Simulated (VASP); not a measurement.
Write the native input for VASP 6.6.1 that does the following.

```yaml
Task: single point
Functional: PBEsol
Potentials_or_basis: VASP PAW PBE potentials, release 64 (Nb_sv, As)
Cutoff: 520 eV
k_mesh: 10 × 10 × 10
Occupations: gaussian, width 0.05 eV
Spin: no spin polarisation
Dipole_correction: no
Further_INCAR_settings: ALGO = Normal; EDIFF = 1e-06; NBANDS = 16
```

The structure of NbAs lies in POSCAR:

```
NbAs
1.0
    0.0000000000      2.6394687588      2.6394687588
    2.6394687588      0.0000000000      2.6394687588
    2.6394687588      2.6394687588      0.0000000000
Nb As
1 1
Direct
    0.5000000000      0.5000000000      0.5000000000
    0.0000000000      0.0000000000      0.0000000000
```

This cell differs from its parent crystal: volume scaled by 1.040.

These files were run (other wordings do the same):

INCAR

```
SYSTEM = NbAs
PREC = Accurate
ENCUT = 520
EDIFF = 1E-6
ISMEAR = 0
SIGMA = 0.05
LREAL = .False.
LASPH = .True.
NELM = 100
ALGO = Normal
ISIF = 2
LWAVE = .False.
LCHARG = .False.
GGA = PS
NBANDS = 16
```

KPOINTS

```
regular mesh
0
Gamma
  10 10 10
  0 0 0
```

Potentials or basis: VASP PAW PBE potentials, release 64 (Nb_sv, As).

Launch:

```sh
$ cat potpaw_PBE.64/Nb_sv/POTCAR potpaw_PBE.64/As/POTCAR > POTCAR
$ mpirun -np 1 vasp_std > vasp.out
```

It gave:

```yaml
Pressure: -5.6 GPa
Band_gap_on_the_k_mesh: zero (band 9 reaches 10.12 eV, above the bottom of band 10 at 8.28 eV)
```

Caveat: the PAW data sets were made with another functional, which shifts forces and pressure a little.

Run time: 48 s on 1 thread of Intel Xeon 8259CL (shared host), peak memory 0.17 GiB.
